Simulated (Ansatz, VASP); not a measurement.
## CoO: VASP beside Ansatz

```xyz
4
Lattice="2.5516 0.0000 0.0000 0.0000 2.5516 0.0000 0.0000 0.0000 5.1372" Properties=species:S:1:pos:R:3 pbc="T T T"
Co    0.0000    0.0000    0.0000
Co    0.0000    0.0000    2.5686
O     1.2758    1.2758    1.2843
O     1.2758    1.2758    3.8529
```

Alike in both runs: functional PBEsol; k mesh 16 × 16 × 8; occupations gaussian, width 0.1 eV; collinear spin.

Ansatz relaxed the structure, and its values are those at the end. VASP's run is a single point on that final structure, the one shown.

|  | VASP | Ansatz |
| --- | --- | --- |
| version | VASP 6.6.1 | Ansatz 0.2.0 |
| potentials or method | VASP PAW PBE potentials, release 64 (Co, O), cutoff 520 eV | scalar-relativistic, plane waves, PAW |
| valence electrons in the cell | 30 | 46 |

```csv
,VASP,Ansatz,Ansatz less VASP
gap on the k mesh at the Fermi level (eV),none,none,-
pressure (GPa),-0.6,0.0,+0.57
net moment per atom (μB),0.00,0.00,0.000
size of the moment on the site where the two differ most (μB),2.19,2.18,-0.013
```

VASP's potentials were made for PBE, not for PBEsol. Site moments also hang on the region over which each program counts them. A gap of «none» marks a metal or a gap that the smearing closes. VASP's potentials hold 30 valence electrons a cell and Ansatz's 46, so a difference there can come from the potentials and not from the codes.
